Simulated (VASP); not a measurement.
# Sn2Pt in VASP: a series of runs

The runs below take Sn2Pt through single point, with PBEsol.

Program: VASP 6.6.1. These are calculated values, not measurements. Logs are shortened: lines on timing, memory, paths and dates and some standing lists are left out, and cuts for length are marked.

### 1 The cell of the first run

The cell holds a slab with vacuum, 15 atoms: a = 4.564 Å, b = 6.455 Å, c = 24.129 Å, α = 90.00°, β = 90.00°, γ = 90.00°.

### 2 Single point, PBEsol

INCAR reads:

```
SYSTEM = Sn2Pt
ALGO = Fast ; DIPOL = 0.5 0.5 0.500
EDIFF = 1E-6 ; ENCUT = 520
GGA = PS ; IDIPOL = 3
ISIF = 2 ; ISMEAR = 0
LASPH = .True. ; LCHARG = .False.
LDIPOL = .True. ; LREAL = Auto
LWAVE = .False. ; NBANDS = 108
NELM = 100 ; PREC = Accurate
SIGMA = 0.1
```

KPOINTS reads:

```
k-points
0
Gamma
  8 6 1
  0 0 0
```

POSCAR reads:

```
Sn2Pt
1.0
    4.5644994259      0.0000000000      0.0000000000
    0.0000000000      6.4551769936      0.0000000000
    0.0000000000      0.0000000000     24.1289988518
Sn Pt
10 5
Direct
    0.0000000000      0.7500000000      0.3108293073
    0.0000000000      0.2500000000      0.3108293073
    0.5000000000      0.2500000000      0.4054146537
    0.5000000000      0.7500000000      0.4054146537
    0.0000000000      0.7500000000      0.5000000000
    0.0000000000      0.2500000000      0.5000000000
    0.5000000000      0.2500000000      0.5945853463
    0.5000000000      0.7500000000      0.5945853463
    0.0000000000      0.7500000000      0.6891706927
    0.0000000000      0.2500000000      0.6891706927
    0.5000000000      0.5000000000      0.3108293073
    0.0000000000      0.0000000000      0.4054146537
    0.5000000000      0.5000000000      0.5000000000
    0.0000000000      0.0000000000      0.5945853463
    0.5000000000      0.5000000000      0.6891706927
```

Potentials or basis: VASP PAW PBE potentials, release 64 (Sn_d, Pt).

The run is started by

```bash
> cat potpaw_PBE.64/Sn_d/POTCAR potpaw_PBE.64/Pt/POTCAR > POTCAR
> mpirun -np 1 vasp_std > vasp.out
```

OUTCAR:

```text
SYSTEM = Sn2Pt
   EDIFF = 1E-6
   ENCUT = 520
   GGA = PS
   ISIF = 2
   ISMEAR = 0
   LASPH = .True.
   LREAL = Auto
   NELM = 100
   PREC = Accurate

 ion  position               nearest neighbor table
   1  0.000  0.750  0.311-  11 2.80  11 2.80  12 2.80   2 3.23   2 3.23   4 3.23   4 3.23
   2  0.000  0.250  0.311-  11 2.80  11 2.80  12 2.80   1 3.23   1 3.23   3 3.23   3 3.23
   3  0.500  0.250  0.405-  13 2.80  12 2.80  12 2.80  11 2.80   6 3.23   6 3.23   4 3.23   4 3.23
                             2 3.23   2 3.23
   4  0.500  0.750  0.405-  13 2.80  12 2.80  12 2.80  11 2.80   5 3.23   5 3.23   3 3.23   3 3.23
                             1 3.23   1 3.23
   5  0.000  0.750  0.500-  12 2.80  14 2.80  13 2.80  13 2.80   4 3.23   4 3.23   8 3.23   8 3.23
                             6 3.23   6 3.23
   6  0.000  0.250  0.500-  12 2.80  14 2.80  13 2.80  13 2.80   3 3.23   3 3.23   7 3.23   7 3.23
                             5 3.23   5 3.23
   7  0.500  0.250  0.595-  13 2.80  14 2.80  14 2.80  15 2.80   6 3.23   6 3.23   8 3.23   8 3.23
                            10 3.23  10 3.23
   8  0.500  0.750  0.595-  13 2.80  14 2.80  14 2.80  15 2.80   5 3.23   5 3.23   7 3.23   7 3.23
                             9 3.23   9 3.23
   9  0.000  0.750  0.689-  15 2.80  15 2.80  14 2.80  10 3.23  10 3.23   8 3.23   8 3.23
  10  0.000  0.250  0.689-  15 2.80  15 2.80  14 2.80   9 3.23   9 3.23   7 3.23   7 3.23
  11  0.500  0.500  0.311-   1 2.80   2 2.80   1 2.80   2 2.80   3 2.80   4 2.80
  12  0.000  0.000  0.405-   5 2.80   6 2.80   3 2.80   4 2.80   3 2.80   4 2.80   1 2.80   2 2.80

  13  0.500  0.500  0.500-   3 2.80   4 2.80   7 2.80   8 2.80   5 2.80   6 2.80   5 2.80   6 2.80

  14  0.000  0.000  0.595-   5 2.80   6 2.80   7 2.80   8 2.80   7 2.80   8 2.80   9 2.80  10 2.80

  15  0.500  0.500  0.689-   9 2.80  10 2.80   9 2.80  10 2.80   7 2.80   8 2.80

  LATTYP: Found a simple orthorhombic cell.
 ALAT       =     4.5644994259
 B/A-ratio  =     1.4142135624
 C/A-ratio  =     5.2862311067

  Lattice vectors:

 A1 = (   4.5644994259,   0.0000000000,   0.0000000000)
 A2 = (   0.0000000000,   6.4551769936,   0.0000000000)
 A3 = (   0.0000000000,   0.0000000000,  24.1289988518)

Analysis of symmetry for initial positions (statically):
=====================================================================
 Subroutine PRICEL returns:
 Original cell was already a primitive cell.

 Routine SETGRP: Setting up the symmetry group for a
 simple orthorhombic supercell.

 Subroutine GETGRP returns: Found  8 space group operations
 (whereof  8 operations were pure point group operations)
 out of a pool of  8 trial point group operations.

The static configuration has the point symmetry D_2h.

Analysis of symmetry for dynamics (positions and initial velocities):
[... 162 lines left out ...]
   LRPA    =     F    only Hartree local field effects (RPA)
 non-spin polarized calculation
 RMM-DIIS sequential band-by-band and
 Gauss-broadening in eV      SIGMA  =   0.10
  energy-cutoff  :      520.00
  volume of cell :      710.95
 maximum number of plane-waves:     19190
 NGX is ok and might be reduce to    36
   NGX = 17   NGY = 25   NGZ = 89

 number of electron     190.0000107 magnetization

 dipolmoment           0.000000      0.000000     -0.000000 electrons x Angstroem

 Free energy of the ion-electron system (eV)
  ---------------------------------------------------
  ext. energy  EPLUGINS =         0.00000000
  ---------------------------------------------------
  free energy    TOTEN  =       -81.27324095 eV

  energy without entropy =      -81.24379264  energy(sigma->0) =      -81.25851679

 E-fermi :   1.8320     XC(G=0):  -5.9880

 val. band max:        1.8288262673   @ k =   0.0000   0.5000   0.0000
 cond. band min:       1.8373801221   @ k =   0.1250   0.5000   0.0000
 fundamental gap:      0.0085538548
 Fermi energy:         1.8320391749

 k-point     1 :       0.0000    0.0000    0.0000
  band No.  band energies     occupation
      1     -19.9004      2.00000
      2     -19.8683      2.00000
      3     -19.8671      2.00000
      4     -19.8517      2.00000
      5     -19.8157      2.00000
      6     -19.8129      2.00000
[... 2189 lines left out ...]
    106       4.4406      0.00000
    107       4.5449      0.00000
 [bands above 107 left out]

------------------------ aborting loop because EDIFF is reached ----------------------------------------

 vacuum level on the upper side and lower side of the slab       (xc-potential included)        -0.143        -0.143

  FORCE on cell =-STRESS in cart. coord.  units (eV):
  Direction    XX          YY          ZZ          XY          YZ          ZX
  --------------------------------------------------------------------------------------
  -------------------------------------------------------------------------------------
  Total      -10.8489560     -7.1370655     -1.8041497      0.0000000      0.0000000      0.0000000
  in kB      -24.4488207    -16.0838364     -4.0657675      0.0000000      0.0000000      0.0000000
  external PRESSURE =     -14.8661415 kB  Pullay stress =       0.0000000 kB

 VOLUME and BASIS-vectors are now :
 -----------------------------------------------------------------------------
  energy-cutoff  :      520.00
  volume of cell :      710.95
      direct lattice vectors                 reciprocal lattice vectors
     4.564499426  0.000000000  0.000000000     0.219082074  0.000000000  0.000000000
     0.000000000  6.455176994  0.000000000     0.000000000  0.154914420  0.000000000
     0.000000000  0.000000000 24.128998852     0.000000000  0.000000000  0.041443908

 POSITION                                       TOTAL-FORCE (eV/Angst)
 -----------------------------------------------------------------------------------
      0.00000      4.84138      7.50000        -0.000000     -0.097631     -0.577466
      0.00000      1.61379      7.50000        -0.000000      0.097631     -0.577466
      2.28225      1.61379      9.78225         0.000000      0.059120     -0.295716
      2.28225      4.84138      9.78225        -0.000000     -0.059120     -0.295716
      0.00000      4.84138     12.06450        -0.000000      0.055634      0.000000
      0.00000      1.61379     12.06450        -0.000000     -0.055634      0.000000
      2.28225      1.61379     14.34675         0.000000      0.059120      0.295716
      2.28225      4.84138     14.34675        -0.000000     -0.059120      0.295716
      0.00000      4.84138     16.62900        -0.000000     -0.097631      0.577466
      0.00000      1.61379     16.62900        -0.000000      0.097631      0.577466
      2.28225      3.22759      7.50000        -0.000000     -0.000000      1.373242
      0.00000      0.00000      9.78225        -0.000000     -0.000000      0.487151
      2.28225      3.22759     12.06450        -0.000000     -0.000000      0.000000
      0.00000      0.00000     14.34675        -0.000000     -0.000000     -0.487151
      2.28225      3.22759     16.62900        -0.000000     -0.000000     -1.373242
 -----------------------------------------------------------------------------------
    total drift:                                0.000000      0.000000     -0.000000

  FREE ENERGIE OF THE ION-ELECTRON SYSTEM (eV)
  ---------------------------------------------------
  free  energy   TOTEN  =       -81.2732409463 eV

  energy  without entropy=      -81.2437926352  energy(sigma->0) =      -81.25851679

 vacuum level on the upper side and lower side of the slab         6.369         6.369
```

OSZICAR:

```text
N       E                     dE             d eps       ncg     rms          rms(c)
DAV:   1     0.241256196557E+04    0.24126E+04   -0.86813E+04  4552   0.207E+03
DAV:   2     0.312624872333E+03   -0.20999E+04   -0.20657E+04  4656   0.588E+02
DAV:   3    -0.531796165831E+02   -0.36580E+03   -0.35069E+03  4744   0.233E+02
[... 16 lines left out ...]
RMM:  20    -0.812732022630E+02   -0.59514E-04   -0.33784E-06  3395   0.500E-03    0.912E-04
RMM:  21    -0.812732303593E+02   -0.28096E-04   -0.21937E-06  3162   0.341E-03    0.547E-04
RMM:  22    -0.812732376652E+02   -0.73059E-05   -0.13324E-06  2976   0.353E-03    0.268E-04
RMM:  23    -0.812732400589E+02   -0.23936E-05   -0.13946E-06  2970   0.315E-03    0.160E-04
RMM:  24    -0.812732409463E+02   -0.88740E-06   -0.15554E-06  2857   0.320E-03
   1 F= -.81273241E+02 E0= -.81258517E+02  d E =-.294483E-01
```

stdout:

```text
POSCAR found type information on POSCAR SnPt
 POSCAR found :  2 types and      15 ions
 scaLAPACK will be used
 -----------------------------------------------------------------------------
|                                                                             |
|                                                                             |
|     You enforced a specific xc type in the INCAR file but a different       |
|     I HOPE YOU KNOW WHAT YOU ARE DOING!                                     |
|                                                                             |
 -----------------------------------------------------------------------------

 LDA part: xc-table for (Slater+PW92), standard interpolation
 POSCAR, INCAR and KPOINTS ok, starting setup
 FFT: planning ... GRIDC
 FFT: planning ... GRID_SOFT
 FFT: planning ... GRID
 WAVECAR not read
 entering main loop
WARNING in EDDRMM: call to ZHEGV failed, returncode =   6  3     99
WARNING in EDDRMM: call to ZHEGV failed, returncode =   6  3     88
WARNING in EDDRMM: call to ZHEGV failed, returncode =   6  3     89
WARNING in EDDRMM: call to ZHEGV failed, returncode =   6  3     89
```

Wall time 63 min (1 thread of Oxide Virtual Turin-like, shared host); peak memory 1.2 GiB.

Results:

```
Free energy            : -81.2732 eV
Largest force          : 1.373 eV/Å
Band gap on the k mesh : zero (bands 95 and 96 overlap by 1.59 eV)
```

Forces on the atoms (eV/Å):
```
Sn   0.000 -0.098 -0.577
Sn   0.000  0.098 -0.577
Sn   0.000  0.059 -0.296
Sn   0.000 -0.059 -0.296
Sn   0.000  0.056  0.000
Sn   0.000 -0.056  0.000
Sn   0.000  0.059  0.296
Sn   0.000 -0.059  0.296
Sn   0.000 -0.098  0.577
Sn   0.000  0.098  0.577
Pt   0.000  0.000  1.373
Pt   0.000  0.000  0.487
Pt   0.000  0.000  0.000
Pt   0.000  0.000 -0.487
Pt   0.000  0.000 -1.373
```

Levels at points of the mesh, in eV from the Fermi level:
```tsv
k point	band 91	band 92	band 93	band 94	band 95	band 96	band 97	band 98
(0.00, 0.00, 0.00)	-1.40	-1.09	-0.13	0.25	1.00	1.11	1.16	1.26
(0.50, 0.00, 0.00)	-1.75	-1.42	-1.42	-0.76	-0.68	-0.59	-0.10	0.20
(0.00, 0.50, 0.00)	-0.60	-0.52	-0.34	0.00	0.02	0.06	0.13	0.24
(0.50, 0.50, 0.00)	-1.10	-1.09	-0.92	-0.56	-0.20	0.07	0.77	1.11
```

Caveat: the PAW data sets were made with another functional, which shifts forces and pressure a little; spin-orbit coupling is left out, which moves the levels of the heavy elements.

### 3 Single point, PBEsol

INCAR reads:

```
SYSTEM = Sn2Pt
PREC = Accurate
ENCUT = 520
EDIFF = 1E-7
ISMEAR = 0
SIGMA = 0.1
LREAL = Auto
LASPH = .True.
NELM = 100
ALGO = Fast
ISIF = 2
LWAVE = .False.
LCHARG = .False.
LDIPOL = .True.
IDIPOL = 3
DIPOL = 0.5 0.5 0.500
GGA = PS
NBANDS = 108
```

KPOINTS reads:

```
regular mesh
0
Gamma
  8 6 1
  0 0 0
```

POSCAR reads:

```
Sn2Pt
1.0
    4.5644994259      0.0000000000      0.0000000000
    0.0000000000      6.4551769936      0.0000000000
    0.0000000000      0.0000000000     24.1289988518
Sn Pt
10 5
Direct
    0.0000000000      0.7509034903      0.3076889373
    0.0000000000      0.2490965097      0.3076889373
    0.5000000000      0.2447118525      0.4060726573
    0.5000000000      0.7552881475      0.4060726573
    0.0000000000      0.7482120700      0.5000000001
    0.0000000000      0.2517879300      0.5000000001
    0.5000000000      0.2447118521      0.5939273426
    0.5000000000      0.7552881479      0.5939273426
    0.0000000000      0.7509034879      0.6923110626
    0.0000000000      0.2490965121      0.6923110626
    0.5000000000      0.5000000000      0.3203014316
    0.0000000000      0.0000000000      0.4074840734
    0.5000000000      0.5000000000      0.5000000000
    0.0000000000      0.0000000000      0.5925159269
    0.5000000000      0.5000000000      0.6796985683
```

Potentials or basis: VASP PAW PBE potentials, release 64 (Sn_d, Pt).

The run is started by

```bash
> cat potpaw_PBE.64/Sn_d/POTCAR potpaw_PBE.64/Pt/POTCAR > POTCAR
> mpirun -np 1 vasp_std > vasp.out
```

Wall time 77 min (1 thread of Oxide Virtual Turin-like, shared host); peak memory 1.2 GiB.

The run converged. Its results:

- Free energy: -81.7057 eV
- Largest force: 0.007 eV/Å
- Band gap on the k mesh: zero (bands 95 and 96 overlap by 1.86 eV)

Forces in eV/Å, atoms in the order of the input:
```
Sn   0.000  0.001 -0.006
Sn   0.000 -0.001 -0.006
Sn   0.000  0.001 -0.003
Sn   0.000 -0.001 -0.003
Sn   0.000  0.003  0.000
Sn   0.000 -0.003  0.000
Sn   0.000  0.001  0.003
Sn   0.000 -0.001  0.003
Sn   0.000  0.001  0.006
Sn   0.000 -0.001  0.006
Pt   0.000  0.000 -0.007
Pt   0.000  0.000  0.006
Pt   0.000  0.000  0.000
Pt   0.000  0.000 -0.006
Pt   0.000  0.000  0.007
```

Levels at points of the mesh, in eV from the Fermi level:
```tsv
k point	band 91	band 92	band 93	band 94	band 95	band 96	band 97	band 98	band 99	band 100
(0.00, 0.00, 0.00)	-1.43	-1.04	-0.09	0.39	1.10	1.11	1.18	1.33	1.64	1.90
(0.50, 0.00, 0.00)	-1.63	-1.61	-1.59	-1.14	-1.13	-0.76	-0.14	0.05	0.50	0.77
(0.00, 0.50, 0.00)	-0.48	-0.37	-0.11	0.01	0.06	0.09	0.16	0.29	0.43	0.99
(0.50, 0.50, 0.00)	-1.33	-1.23	-0.68	-0.66	-0.16	0.02	0.84	1.20	1.22	1.42
```

Caveat: the PAW data sets were made with another functional, which shifts forces and pressure a little; spin-orbit coupling is left out, which moves the levels of the heavy elements.
